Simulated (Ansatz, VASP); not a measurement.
## One calculation of BN, two programs

File POSCAR:

```
BN
1.0
    2.4913353474      0.0000000000      0.0000000000
   -1.2456676737      2.1575597002      0.0000000000
    0.0000000000      0.0000000000      4.0010591824
B N
2 2
Direct
    0.0000000000      0.0000000000      0.0000000000
    0.0000000000      0.0000000000      0.5000000000
    0.3333333333      0.6666666667      0.2500000000
    0.6666666667      0.3333333333      0.7500000000
```

Contents of INCAR.step1:

```
SYSTEM = BN
  PREC = Accurate
  ENCUT = 520
  EDIFF = 1E-5
  ISMEAR = 0
  SIGMA = 0.01
  LREAL = .False.
  LASPH = .True.
  NELM = 100
  ALGO = Normal
  ISIF = 2
  LWAVE = .True.
  LCHARG = .False.
  NBANDS = 16
  GGA = PE
```

The input INCAR.step2:

```
SYSTEM = BN
  PREC = Accurate
  ENCUT = 520
  EDIFF = 1E-6
  ISMEAR = 0
  SIGMA = 0.01
  LREAL = .False.
  LASPH = .True.
  NELM = 100
  ALGO = Normal
  ISIF = 2
  LWAVE = .False.
  LCHARG = .False.
  GGA = PE
  LHFCALC = .True.
  HFSCREEN = 0.2079
  PRECFOCK = Normal
  NBANDS = 16
  ISTART = 1
```

KPOINTS

```
regular mesh
0
Gamma
  6 6 4
  0 0 0
```

Input for Ansatz:

```yaml
crystal:
  lattice:
    - [2.4913353474, 0.0, 0.0]
    - [-1.2456676737, 2.1575597002, 0.0]
    - [0.0, 0.0, 4.0010591824]
  atoms:
    - { symbol: B, position: [0.0, 0.0, 0.0] }
    - { symbol: B, position: [0.0, 0.0, 0.5] }
    - { symbol: "N", position: [0.3333333333, 0.6666666667, 0.25] }
    - { symbol: "N", position: [0.6666666667, 0.3333333333, 0.75] }
kpoints:
  mp_grid: { grid: [6, 6, 4] }
hamiltonian:
  xc: hse06
scf:
  occupations: { method: fixed }
  n_extra_bands: 5
  mixing: { preconditioner: none }
output:
  forces: true
  stress: true
  eigenvalues: true
```

Alike in both runs: task single point; functional HSE06; k mesh 6 × 6 × 4; no spin polarisation.

|  | VASP | Ansatz |
| --- | --- | --- |
| version | VASP 6.6.1 | Ansatz 0.2.0 |
| potentials or method | VASP PAW PBE potentials, release 64 (B, N) | plane waves |
| plane-wave cutoff (eV) | 520 | 420 |
| occupations | gaussian, width 0.01 eV | fixed |
| valence electrons in the cell | 16 | 16 |

```csv
,VASP,Ansatz,Ansatz less VASP
gap on the k mesh at the Fermi level (eV),2.60,2.60,+0.008
pressure (GPa),-7.7,-7.9,-0.17
"traceless stress, the component that is largest in VASP (GPa)",2.41,2.52,+0.111
```

Ansatz's warnings: stress exchange threshold loose, stress scf threshold loose.

The k mesh is coarse, so the values compare programs but aren't converged.
